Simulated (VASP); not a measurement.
Wanted: the native input for a VASP 6.6.1 run.

- Task: single point
- Functional: PBE
- Potentials or basis: VASP PAW PBE potentials, release 64 (Al, N)
- Cutoff: 600 eV
- k mesh: 6 × 6 × 6
- Occupations: gaussian, width 0.2 eV
- Spin: no spin polarisation
- Dipole correction: no
- Further INCAR settings: ALGO = Normal; EDIFF = 1e-06; NBANDS = 15

The structure of Al3N lies in POSCAR:

```
Al3N
1.0
    0.0000000000      3.0620062300      3.0620062300
    3.0620062300      0.0000000000      3.0620062300
    3.0620062300      3.0620062300      0.0000000000
Al N
3 1
Direct
    0.5000000000      0.5000000000      0.5000000000
    0.2500000000      0.2500000000      0.2500000000
    0.7500000000      0.7500000000      0.7500000000
    0.0000000000      0.0000000000      0.0000000000
```

These files were run (other wordings do the same):

INCAR

```
PREC = Accurate
ENCUT = 600
EDIFF = 1E-6
ISMEAR = 0
SIGMA = 0.2
LREAL = False
LASPH = True
NELM = 120
ALGO = Normal
ISIF = 2
LWAVE = False
LCHARG = False
GGA = PE
NBANDS = 15
GGA_COMPAT = False
```

KPOINTS

```
Automatic mesh
0
Gamma
  6 6 6
```

Potentials or basis: VASP PAW PBE potentials, release 64 (Al, N).

Run with:

```bash
$ cat potpaw_PBE.64/Al/POTCAR potpaw_PBE.64/N/POTCAR > POTCAR
$ mpirun -np 1 vasp_std > vasp.out
```

Results of the run:

| Quantity | Value |
| --- | --- |
| Pressure | 0.6 GPa |
| Band gap on the k mesh | zero (band 7 reaches 8.21 eV, above the bottom of band 8 at 6.53 eV) |

Wall time 24 s on 1 thread of Intel(R) Xeon(R) Platinum 8488C (Sapphire Rapids), on a shared host, peak memory 0.19 GiB.
